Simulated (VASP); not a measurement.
InSb (zincblende type), 2 atoms in the cell. Symmetry: F-43m, No. 216, cubic system. The conventional cell has a = 5.285 Å, b = 5.285 Å, c = 5.285 Å, α = 90.00°, β = 90.00°, γ = 90.00°. Within 3.0 Å of In (site symmetry -43m) lie 4 Sb at 2.29 Å. Within 3.0 Å of Sb (site symmetry -43m) lie 4 In at 2.29 Å.  This cell differs from its parent crystal: volume scaled by 0.55.

```yaml
Program: VASP 6.6.1
Task: density of states
Functional: LDA
Potentials_or_basis: VASP PAW LDA potentials, release 64 (In_d, Sb)
Cutoff: 520 eV
k_mesh: 11 × 11 × 11
Occupations: fermi-dirac, width 0.1 eV
Spin: no spin polarisation
Dipole_correction: no
k_mesh_for_the_DOS: 17 × 17 × 17
Occupations_for_the_DOS: tetrahedron
Further_INCAR_settings: ALGO = Normal; EDIFF = 1e-06; NBANDS = 16
```

Potentials or basis: VASP PAW LDA potentials, release 64 (In_d, Sb).

The run is started by

```console
$ cat potpaw_LDA.64/In_d/POTCAR potpaw_LDA.64/Sb/POTCAR > POTCAR
$ cp INCAR.step1 INCAR
$ cp KPOINTS.step1 KPOINTS
$ mpirun -np 1 vasp_std > vasp.out
$ cp INCAR.step2 INCAR
$ cp KPOINTS.step2 KPOINTS
$ mpirun -np 1 vasp_std > vasp.out
```

Hardware: 1 thread of AMD EPYC 7R13 Processor (Zen 3), with other jobs on the host.

Task: How long does it take, and how much memory?

Result: Wall time 110 s on 1 thread of AMD EPYC 7R13 Processor (Zen 3), with other jobs on the host, peak memory 0.18 GiB. Counts: k points 165.
